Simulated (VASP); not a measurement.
Wanted: the native input for a VASP 6.6.1 run.

| Item | Value |
| --- | --- |
| Task | relaxation of cell and atoms |
| Functional | PBE |
| Potentials or basis | VASP PAW PBE potentials, release 64 (Cr_pv, Cd) |
| Cutoff | 600 eV |
| k mesh | 6 × 6 × 6 |
| Occupations | gaussian, width 0.1 eV |
| Spin | collinear spin, ferromagnetic start |
| Starting moments | [1.33, 1.33, 0.0] μB |
| Dipole correction | no |
| Further INCAR settings | ALGO = Normal; EDIFF = 1e-06; IBRION = 2; EDIFFG = -0.04; NSW = 90; ISIF = 3 |

The structure of Cr2Cd lies in POSCAR:

```
Cr2Cd
1.0
    0.0000000000      2.8502072833      2.8502072833
    2.8502072833      0.0000000000      2.8502072833
    2.8502072833      2.8502072833      0.0000000000
Cr Cd
2 1
Direct
    0.2500000000      0.2500000000      0.2500000000
    0.7500000000      0.7500000000      0.7500000000
    0.0000000000      0.0000000000      0.0000000000
```

These files were run (other wordings do the same):

INCAR

```
SYSTEM = Cr2Cd
PREC = Accurate ; ENCUT = 600
EDIFF = 1E-6 ; ISMEAR = 0
SIGMA = 0.1 ; LREAL = .False.
LASPH = .True. ; NELM = 150
ALGO = Normal ; ISIF = 3
LWAVE = .False. ; LCHARG = .False.
ISPIN = 2 ; MAGMOM = 1.33 1.33 0
LORBIT = 11 ; LMAXMIX = 4
GGA = PE ; IBRION = 2
NSW = 90 ; EDIFFG = -0.04
```

KPOINTS

```
Automatic mesh
0
Gamma
  6 6 6
  0 0 0
```

Potentials or basis: VASP PAW PBE potentials, release 64 (Cr_pv, Cd).

Launch:

```console
$ cat potpaw_PBE.64/Cr_pv/POTCAR potpaw_PBE.64/Cd/POTCAR > POTCAR
$ mpirun -np 1 vasp_std > vasp.out
```

Results of the run:

| Quantity | Value |
| --- | --- |
| Relaxed volume | 22.86 Å³/atom |
| Relaxed cell | a = 4.594 Å, b = 4.594 Å, c = 4.594 Å, α = 60.00°, β = 60.00°, γ = 60.00° |
| Space group after relaxing (to 0.1 Å) | Fm-3m (No. 225) |
| Energy gained by relaxing | 671.9 meV/atom |
| Ionic steps | 5 |
| Pressure after relaxing | -0.1 GPa |
| Net moment | 8.87 μB per cell |
| Site moments | Cr +3.87; Cd +0.05 μB |
| Valence electrons inside the program's atomic spheres | Cr 10.48; Cd 10.45 |

Caveat: the volume moved by over 15 % at a fixed basis, so the end points are rough; the highest band is partly filled, so the run has too few bands.

It took 2.5 min on 1 thread of Intel(R) Xeon(R) Platinum 8259CL CPU @ 2.50GHz (Skylake/Cascade Lake) (shared host), peak memory 0.22 GiB.
